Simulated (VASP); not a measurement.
A run of VASP 6.6.1 is set up as follows.

INCAR

```
PREC = Accurate
ENCUT = 600
EDIFF = 1E-6
ISMEAR = 0
SIGMA = 0.3
LREAL = False
LASPH = True
NELM = 80
ALGO = Fast
ISIF = 3
LWAVE = False
LCHARG = False
GGA = PS
IBRION = 2
NSW = 80
EDIFFG = -0.005
```

KPOINTS

```
regular mesh
0
Gamma
  16 16 16
```

File POSCAR:

```
AlRu
1.0
    2.9900000000      0.0000000000      0.0000000000
    0.0000000000      2.9900000000      0.0000000000
    0.0000000000      0.0000000000      2.9900000000
Ru Al
1 1
Direct
    0.0000000000      0.0000000000      0.0000000000
    0.5000000000      0.5000000000      0.5000000000
```

Potentials or basis: VASP PAW PBE potentials, release 64 (Ru_pv, Al).

Launch:

```console
$ cat potpaw_PBE.64/Ru_pv/POTCAR potpaw_PBE.64/Al/POTCAR > POTCAR
$ mpirun -np 1 vasp_std > vasp.out
```

Q: Estimate the space group after relaxing (to 0.1 Å).

A: Pm-3m (No. 221).

Q: Predict the relaxed cell.

A: a = 2.978 Å, b = 2.978 Å, c = 2.978 Å, α = 90.00°, β = 90.00°, γ = 90.00°.

Final structure:
```cif
data_structure
_symmetry_space_group_name_H-M 'P 1'
_symmetry_Int_Tables_number 1
_cell_length_a 2.9777
_cell_length_b 2.9777
_cell_length_c 2.9777
_cell_angle_alpha 90.000
_cell_angle_beta 90.000
_cell_angle_gamma 90.000
_cell_volume 26.40
loop_
_atom_site_label
_atom_site_type_symbol
_atom_site_fract_x
_atom_site_fract_y
_atom_site_fract_z
_atom_site_occupancy
Ru1 Ru 0.00000 0.00000 0.00000 1
Al1 Al 0.50000 0.50000 0.50000 1
```
